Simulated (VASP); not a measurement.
Runs of VASP 6.6.1 on Ti3Al. The structure is that of space group Pm-3m (No. 221), or close to it. The cells are those of the table. 

| task | level | potentials or basis | spin | cell | k mesh | cutoff (eV) | gap on the mesh (eV) | pressure (GPa) |
| --- | --- | --- | --- | --- | --- | --- | --- | --- |
| single point | LDA | VASP PAW LDA potentials, release 64 (Ti_sv, Al) | off | a = 4.051 Å, 4 atoms | 12 × 12 × 12 | 520 | none | -7.8 |
| single point | PBE | VASP PAW PBE potentials, release 64 (Ti_sv, Al) | collinear, ferromagnetic start | a = 4.050 Å, 4 atoms | 4 × 4 × 4 | 520 | none | -0.1 |
| single point | r2SCAN | VASP PAW PBE potentials, release 64 (Ti_sv, Al) | off | a = 4.051 Å, 4 atoms | 12 × 12 × 12 | 520 | none | (a) |
| relaxation of cell and atoms | PBE | VASP PAW PBE potentials, release 64 (Ti_sv, Al) | off | relaxed from a = 4.050 Å, 4 atoms | 12 × 12 × 12 | 600 | none | 0.1 |
| single point | PBE | VASP PAW PBE potentials, release 64 (Ti_sv, Al) | off | a = 4.051 Å, 4 atoms | 12 × 12 × 12 | 520 | none | -0.1 |
| single point | PBE | VASP PAW PBE potentials, release 64 (Ti_sv, Al) | off | a = 4.050 Å, 4 atoms | 6 × 6 × 6 | 520 | none | -0.1 |

Alike in all rows: smearing gaussian 0.1 eV.

Question: Fill in the values left out.

Answer: (a) -0.6.

Caveats: some runs use coarse meshes; the PAW data sets were made with another functional, which shifts forces and pressure a little (some runs).

A gap of «none» marks levels without a gap at the run's occupations.
